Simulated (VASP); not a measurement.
# AlN (P6_3/mmc) in VASP: further runs

Aim: see how the results for AlN move with the level of theory and the settings. Levels: PBE, r2SCAN, HSE06. Tasks: single point.

Everything below comes from runs of VASP 6.6.1. Logs are shortened: lines on timing, memory, paths and dates and some standing lists are left out, and cuts for length are marked.

## Step 1: The cell of the first run

Symmetry: P6_3/mmc, No. 194, hexagonal system. Conventional cell: a = 2.833 Å, b = 2.833 Å, c = 4.841 Å, α = 90.00°, β = 90.00°, γ = 120.00°. Al (site symmetry -3m) has 6 N at 2.03 Å and 2 Al at 2.42 Å within 2.7 Å. N (site symmetry -6m2) has 6 Al at 2.03 Å within 2.7 Å.

## Step 2: Single point, PBE

File INCAR:

```
PREC = Accurate
ENCUT = 520
EDIFF = 1E-6
ISMEAR = 0
SIGMA = 0.01
LREAL = F
LASPH = T
NELM = 80
ALGO = Normal
ISIF = 2
LWAVE = F
LCHARG = F
GGA = PE
NBANDS = 16
```

File KPOINTS:

```
regular mesh
0
Gamma
  9 9 4
```

File POSCAR:

```
AlN
1.0
    2.8328531146      0.0000000000      0.0000000000
   -1.4164265573      2.4533227624      0.0000000000
    0.0000000000      0.0000000000      4.8410108389
Al N
2 2
Direct
    0.0000000000      0.0000000000      0.0000000000
    0.0000000000      0.0000000000      0.5000000000
    0.3333333333      0.6666666667      0.2500000000
    0.6666666667      0.3333333333      0.7500000000
```

Potentials or basis: VASP PAW PBE potentials, release 64 (Al, N).

Run with:

```
> cat potpaw_PBE.64/Al/POTCAR potpaw_PBE.64/N/POTCAR > POTCAR
> mpirun -np 1 vasp_std > vasp.out
```

OUTCAR:

```text
PREC = Accurate
   ENCUT = 520
   EDIFF = 1E-6
   ISMEAR = 0
   LREAL = F
   LASPH = T
   NELM = 80
   ISIF = 2
   GGA = PE

 ion  position               nearest neighbor table
   1  0.000  0.000  0.000-   3 2.03   4 2.03   3 2.03   4 2.03   4 2.03   3 2.03   2 2.42   2 2.42

   2  0.000  0.000  0.500-   3 2.03   4 2.03   3 2.03   4 2.03   4 2.03   3 2.03   1 2.42   1 2.42

   3  0.333  0.667  0.250-   1 2.03   2 2.03   1 2.03   2 2.03   1 2.03   2 2.03
   4  0.667  0.333  0.750-   1 2.03   2 2.03   1 2.03   2 2.03   1 2.03   2 2.03

  LATTYP: Found a hexagonal cell.
 ALAT       =     2.8328531146
 C/A-ratio  =     1.7088816974

  Lattice vectors:

 A1 = (   2.8328531146,   0.0000000000,   0.0000000000)
 A2 = (  -1.4164265573,   2.4533227624,   0.0000000000)
 A3 = (   0.0000000000,   0.0000000000,   4.8410108389)

Analysis of symmetry for initial positions (statically):
=====================================================================
 Subroutine PRICEL returns:
 Original cell was already a primitive cell.

 Routine SETGRP: Setting up the symmetry group for a
 hexagonal supercell.

 Subroutine GETGRP returns: Found 24 space group operations
 (whereof 12 operations were pure point group operations)
 out of a pool of 24 trial point group operations.

The static configuration has the point symmetry D_3d.
 The point group associated with its full space group is D_6h.

Analysis of symmetry for dynamics (positions and initial velocities):
=====================================================================
 Subroutine PRICEL returns:
 Original cell was already a primitive cell.

 Routine SETGRP: Setting up the symmetry group for a
 hexagonal supercell.

 Subroutine GETGRP returns: Found 24 space group operations
 (whereof 12 operations were pure point group operations)
 out of a pool of 24 trial point group operations.

The dynamic configuration has the point symmetry D_3d.
 The point group associated with its full space group is D_6h.

 Subroutine INISYM returns: Found 24 space group operations
 (whereof 12 operations are pure point group operations),
 and found     1 'primitive' translations

----------------------------------------------------------------------------------------

                                     Primitive cell

  volume of cell :      33.6446

  direct lattice vectors                    reciprocal lattice vectors
     2.832853115  0.000000000  0.000000000     0.353001006  0.203805226  0.000000000
    -1.416426557  2.453322762  0.000000000     0.000000000  0.407610452  0.000000000
     0.000000000  0.000000000  4.841010839     0.000000000  0.000000000  0.206568428

  length of vectors
     2.832853115  2.832853115  4.841010839     0.407610452  0.407610452  0.206568428

  position of ions in fractional coordinates (direct lattice)
     0.000000000  0.000000000  0.000000000
     0.000000000  0.000000000  0.500000000
     0.333333333  0.666666667  0.250000000
     0.666666667  0.333333333  0.750000000

  ion indices of the primitive-cell ions
   primitive index   ion index
                 1           1
                 2           2
                 3           3
                 4           4

----------------------------------------------------------------------------------------

 KPOINTS: regular mesh

Automatic generation of k-mesh.
 Grid dimensions read from file:
 generate k-points for:    9    9    4

 Generating k-lattice:

  Cartesian coordinates                     Fractional coordinates (reciprocal lattice)
     0.039222334  0.022645025  0.000000000     0.111111111  0.000000000  0.000000000
     0.000000000  0.045290050  0.000000000     0.000000000  0.111111111  0.000000000
     0.000000000  0.000000000  0.051642107     0.000000000  0.000000000  0.250000000

  Length of vectors
     0.045290050  0.045290050  0.051642107

  Shift w.r.t. Gamma in fractional coordinates (k-lattice)
     0.000000000  0.000000000  0.000000000

 Subroutine IBZKPT returns following result:
 ===========================================

 Found     36 irreducible k-points:

 Following reciprocal coordinates:
            Coordinates               Weight
  0.000000  0.000000  0.000000      1.000000
  0.111111  0.000000  0.000000      6.000000
  0.222222  0.000000  0.000000      6.000000
  0.333333  0.000000  0.000000      6.000000
  0.444444  0.000000  0.000000      6.000000
  0.111111  0.111111  0.000000      6.000000
[... 16 lines left out ...]
  0.333333  0.222222  0.250000     24.000000
  0.333333  0.333333  0.250000      4.000000
 [... further k-points ...]
   k-points           NKPTS =     36   k-points in BZ     NKDIM =     36   number of bands    NBANDS=     16
   number of dos      NEDOS =    301   number of ions     NIONS =      4
   total plane-waves  NPLWV =  20736
   dimension x,y,z NGX =    24 NGY =   24 NGZ =   36
   dimension x,y,z NGXF=    48 NGYF=   48 NGZF=   72
   ions per type =               2   2
   NGX,Y,Z   is equivalent  to a cutoff of  14.08, 14.08, 12.36 a.u.
   NGXF,Y,Z  is equivalent  to a cutoff of  28.17, 28.17, 24.73 a.u.
 SYSTEM =  unknown system
   PREC   = accura    normal or accurate (medium, high low for compatibility)
   ISTART =      0    job   : 0-new  1-cont  2-samecut
   ICHARG =      2    charge: 1-file 2-atom 10-const
   ISPIN  =      1    spin polarized calculation?
   LNONCOLLINEAR =      F non collinear calculations
   LSORBIT =      F    spin-orbit coupling
   LASPH  =      T    aspherical Exc in radial PAW
   ENCUT  =  520.0 eV  38.22 Ry    6.18 a.u.   5.27  5.27  9.00*2*pi/ulx,y,z
   NELM   =     80;   NELMIN=  2; NELMDL= -5     # of ELM steps
   EDIFF  = 0.1E-05   stopping-criterion for ELM
   LREAL  =      F    real-space projection
[... 7 lines left out ...]
   TEBEG  =    0.0;   TEEND  =   0.0 temperature during run
   PSTRESS=    0.0 pullay stress
   NELECT =      16.0000    total number of electrons
   NUPDOWN=      -1.0000    fix difference up-down
   EMIN   =  10.00;   EMAX   =-10.00  energy-range for DOS
   EFERMI =   0.00;   METHOD = LEGACY
   ISMEAR =     0;   SIGMA  =   0.01  broadening in eV -4-tet -1-fermi 0-gaus
   EFERMI_NEDOS =   21; number of points for ismear=-14 and -15
   IALGO  =     38    algorithm
   IMIX   =      4    mixing-type and parameters
     AMIX     =   0.40;   BMIX     =  1.00
     AMIX_MAG =   1.60;   BMIX_MAG =  1.00
  volume/ion in A,a.u.               =       8.41        56.76
  Fermi-wavevector in a.u.,A,eV,Ry     =   1.277840  2.414768 22.216622  1.632876
  Thomas-Fermi vector in A             =   2.410417
   LORBIT       =      0    0 simple, 1 ext, 2 COOP (PROOUT), +10 PAW based schemes
   GGA     = PE    functional components
   LHFCALC =     F    Hartree Fock is set to
   AEXX    =    0.0000 exact exchange contribution
   IVDW    =     0    specifies the selected vdW correction
   LEPSILON=     F    determine dielectric tensor
   LRPA    =     F    only Hartree local field effects (RPA)
 non-spin polarized calculation
 Gauss-broadening in eV      SIGMA  =   0.01
  energy-cutoff  :      520.00
  volume of cell :       33.64
 maximum number of plane-waves:       924
 NGX is ok and might be reduce to    24
   NGX = 11   NGY = 11   NGZ = 19

 number of electron      15.9999999 magnetization

 Free energy of the ion-electron system (eV)
  ---------------------------------------------------
  ext. energy  EPLUGINS =         0.00000000
  ---------------------------------------------------
  free energy    TOTEN  =       -28.44185146 eV

  energy without entropy =      -28.44185146  energy(sigma->0) =      -28.44185146

 E-fermi :   9.8689     XC(G=0): -12.1774

 val. band max:        9.8004668431   @ k =   0.0000   0.0000   0.0000
 cond. band min:      14.8942454239   @ k =   0.4444   0.0000   0.2500
 fundamental gap:      5.0937785808
 Fermi energy:         9.8688579536

 k-point     1 :       0.0000    0.0000    0.0000
  band No.  band energies     occupation
      1      -7.7119      2.00000
      2      -4.7878      2.00000
      3       1.2056      2.00000
      4       8.9462      2.00000
      5       8.9462      2.00000
      6       9.2452      2.00000
[... 8 lines left out ...]
     15      23.1536      0.00000
     16      23.1536      0.00000

 k-point     2 :       0.1111    0.0000    0.0000
  band No.  band energies     occupation
      1      -7.4833      2.00000
      2      -4.6343      2.00000
      3       1.4525      2.00000
      4       7.8749      2.00000
      5       8.6742      2.00000
      6       8.8219      2.00000
[... 8 lines left out ...]
     15      22.7581      0.00000
     16      22.7960      0.00000

 k-point     3 :       0.2222    0.0000    0.0000
  band No.  band energies     occupation
      1      -6.8199      2.00000
      2      -4.2214      2.00000
      3       2.1701      2.00000
      4       5.7045      2.00000
      5       6.9366      2.00000
      6       8.1068      2.00000
[... 8 lines left out ...]
     15      22.0548      0.00000
     16      24.2290      0.00000

 k-point     4 :       0.3333    0.0000    0.0000
  band No.  band energies     occupation
      1      -5.8107      2.00000
      2      -3.7446      2.00000
      3       3.2724      2.00000
      4       3.6163      2.00000
      5       5.0752      2.00000
      6       7.5803      2.00000
[... 8 lines left out ...]
     15      21.6041      0.00000
     16      25.7634      0.00000
[... 324 lines left out ...]
 k-point    22 :       0.2222    0.2222    0.2500
  band No.  band energies     occupation
      1      -5.0550      2.00000
      2      -3.8407      2.00000
      3       3.3503      2.00000
      4       3.7604      2.00000
      5       5.4248      2.00000
      6       5.9404      2.00000
[... 8 lines left out ...]
     15      20.9875      0.00000
     16      23.7774      0.00000

 k-point    23 :       0.3333    0.2222    0.2500
  band No.  band energies     occupation
      1      -4.1753      2.00000
      2      -3.5913      2.00000
      3       2.6751      2.00000
      4       3.4670      2.00000
      5       4.7447      2.00000
      6       5.7077      2.00000
[... 8 lines left out ...]
     15      22.0999      0.00000
     16      23.7879      0.00000

 k-point    24 :       0.3333    0.3333    0.2500
  band No.  band energies     occupation
      1      -3.6733      2.00000
      2      -3.6733      2.00000
      3       2.8557      2.00000
      4       3.9866      2.00000
      5       3.9866      2.00000
      6       4.5993      2.00000
[... 8 lines left out ...]
     15      21.7085      0.00000
     16      23.4440      0.00000

 [... further k-points ...]

------------------------ aborting loop because EDIFF is reached ----------------------------------------

  FORCE on cell =-STRESS in cart. coord.  units (eV):
  Direction    XX          YY          ZZ          XY          YZ          ZX
  --------------------------------------------------------------------------------------
  -------------------------------------------------------------------------------------
  Total        1.1502665      1.1502665      1.4527089      0.0000000      0.0000000     -0.0000000
  in kB       54.7764954     54.7764954     69.1790155      0.0000000      0.0000000     -0.0000000
  external PRESSURE =      59.5773355 kB  Pullay stress =       0.0000000 kB

 VOLUME and BASIS-vectors are now :
 -----------------------------------------------------------------------------
  energy-cutoff  :      520.00
  volume of cell :       33.64
      direct lattice vectors                 reciprocal lattice vectors
     2.832853115  0.000000000  0.000000000     0.353001006  0.203805226  0.000000000
    -1.416426557  2.453322762  0.000000000     0.000000000  0.407610452  0.000000000
     0.000000000  0.000000000  4.841010839     0.000000000  0.000000000  0.206568428

 POSITION                                       TOTAL-FORCE (eV/Angst)
 -----------------------------------------------------------------------------------
      0.00000      0.00000      0.00000        -0.000000      0.000000      0.000000
      0.00000      0.00000      2.42051        -0.000000      0.000000      0.000000
     -0.00000      1.63555      1.21025         0.000000      0.000000     -0.000000
      1.41643      0.81777      3.63076         0.000000     -0.000000      0.000000
 -----------------------------------------------------------------------------------
    total drift:                               -0.000000      0.000000     -0.000000

  FREE ENERGIE OF THE ION-ELECTRON SYSTEM (eV)
  ---------------------------------------------------
  free  energy   TOTEN  =       -28.4418514584 eV

  energy  without entropy=      -28.4418514584  energy(sigma->0) =      -28.44185146
```

It took 8.4 s on 1 thread of Intel Xeon Platinum 8488C (Sapphire Rapids), shared host; peak memory 0.15 GiB.

What came out:

* Free energy: -28.4419 eV
* Pressure: 6.0 GPa
* Band gap on the k mesh: 5.09 eV, indirect (least direct gap 5.18 eV)

Levels at points of the mesh, in eV from the valence-band top:
```csv
k point,band 6,band 7,band 8,band 9,band 10,band 11
"(0.00, 0.00, 0.00)",-0.56,0.00,0.00,5.18,6.38,8.98
"(0.00, 0.00, 0.50)",-0.44,-0.44,-0.44,6.64,6.64,10.43
```

A k mesh can miss the band edges.

## Step 3: Single point, r2SCAN

POSCAR is that of step 2.

File INCAR.step1:

```
SYSTEM = AlN
PREC = Accurate
ENCUT = 520
ISMEAR = 0
SIGMA = 0.01
LREAL = .FALSE.
LASPH = .TRUE.
NELM = 60
NBANDS = 16
GGA = PE
ALGO = Normal
EDIFF = 1E-4
LWAVE = .TRUE.
LCHARG = .FALSE.
```

File INCAR.step2:

```
SYSTEM = AlN
PREC = Accurate
ENCUT = 520
EDIFF = 1E-6
ISMEAR = 0
SIGMA = 0.01
LREAL = .FALSE.
LASPH = .TRUE.
NELM = 60
ALGO = Normal
ISIF = 2
LWAVE = .FALSE.
LCHARG = .FALSE.
METAGGA = R2SCAN
LMIXTAU = .TRUE.
NBANDS = 16
ISTART = 1
```

File KPOINTS:

```
regular mesh
0
G
  9 9 4
  0 0 0
```

Potentials or basis: VASP PAW PBE potentials, release 64 (Al, N).

Run with:

```
> cat potpaw_PBE.64/Al/POTCAR potpaw_PBE.64/N/POTCAR > POTCAR
> cp INCAR.step1 INCAR
> mpirun -np 1 vasp_std > vasp.out
> cp INCAR.step2 INCAR
> mpirun -np 1 vasp_std > vasp.out
```

Run time: 37 s. Hardware: 1 thread of Intel Xeon Platinum 8488C (Sapphire Rapids), shared host; peak memory 0.15 GiB.

It converged, with:

* Free energy: -37.1071 eV
* Pressure: -0.8 GPa
* Band gap on the k mesh: 5.88 eV, indirect (least direct gap 5.96 eV)

Stress tensor (GPa, compression positive):
```
-0.69  0.00  0.00
 0.00 -0.69  0.00
 0.00  0.00 -0.86
```

Levels at points of the mesh, in eV from the valence-band top:
| k point | band 4 | band 5 | band 6 | band 7 | band 8 | band 9 | band 10 | band 11 | band 12 | band 13 |
| --- | --- | --- | --- | --- | --- | --- | --- | --- | --- | --- |
| (0.00, 0.00, 0.00) | -0.92 | -0.92 | -0.58 | 0.00 | 0.00 | 5.96 | 7.08 | 9.60 | 13.39 | 13.39 |
| (0.00, 0.00, 0.50) | -5.02 | -0.48 | -0.48 | -0.48 | -0.48 | 7.38 | 7.38 | 11.38 | 11.38 | 12.80 |

Caveat: the PAW data sets were made with another functional, which shifts forces and pressure a little. r2SCAN opens gaps a little over a GGA but as a rule still falls short of measured ones.

[end of part 1 of 2]
